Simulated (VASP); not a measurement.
HfN: electric field gradients with PBE

The system is HfN.

```
CELL_PARAMETERS angstrom
0.00000 2.25900 2.25900
2.25900 0.00000 2.25900
2.25900 2.25900 0.00000
ATOMIC_POSITIONS crystal
Hf 0.98893 0.01107 0.01107
N 0.50000 0.50000 0.50000
```

This cell differs from its parent crystal: atom 1 (Hf) moved by [0.05, 0.0, 0.0] A.

| Item | Value |
| --- | --- |
| Program | VASP 6.6.1 |
| Task | electric field gradients |
| Functional | PBE |
| Potentials or basis | VASP PAW PBE potentials, release 64 (Hf_pv, N) |
| Cutoff | 520 eV |
| k mesh | 10 × 10 × 10 |
| Occupations | fermi-dirac, width 0.03 eV |
| Spin | no spin polarisation |
| Dipole correction | no |
| Further INCAR settings | ALGO = Normal; EDIFF = 1e-08; NBANDS = 14 |

* Pressure: 3.4 GPa
* Largest force: 0.568 eV/Å

Forces in eV/Å, atoms in the order of the input:
```
Hf  -0.568  0.000  0.000
N    0.568  0.000  0.000
```

Stress tensor (GPa, compression positive):
```
4.03 0.00 0.00
0.00 3.06 0.00
0.00 0.00 3.06
```

Levels at points of the mesh, in eV from the Fermi level:
```tsv
k point	band 6	band 7	band 8	band 9	band 10	band 11
(0.00, 0.00, 0.00)	-3.11	-3.10	-0.37	-0.33	-0.33	1.76
(0.50, 0.00, 0.00)	-6.22	-6.21	3.23	3.65	3.68	4.41
(0.50, 0.50, 0.00)	-4.16	-3.74	-3.41	4.09	5.50	5.50
(0.00, 0.50, 0.50)	-3.84	-3.73	-3.73	4.08	5.50	5.50
```

Electric field gradients, principal values (V/Å²):
```
atom  least  middle  greatest (by size)
1 Hf  0.890   0.890              -1.780
 2 N  0.332   0.335              -0.667
```

It took 17 s on 1 thread of Intel(R) Xeon(R) Platinum 8375C CPU @ 2.90GHz (Ice Lake), on a shared host, peak memory 0.16 GiB.

Caveat: the cell differs from its parent crystal (atom 1 (Hf) moved by [0.05, 0.0, 0.0] A); without QUAD_EFG the Cq values of the log hold for a quadrupole moment of 1 mb, not for the nuclei; spin-orbit coupling is left out, which moves the levels of the heavy elements.
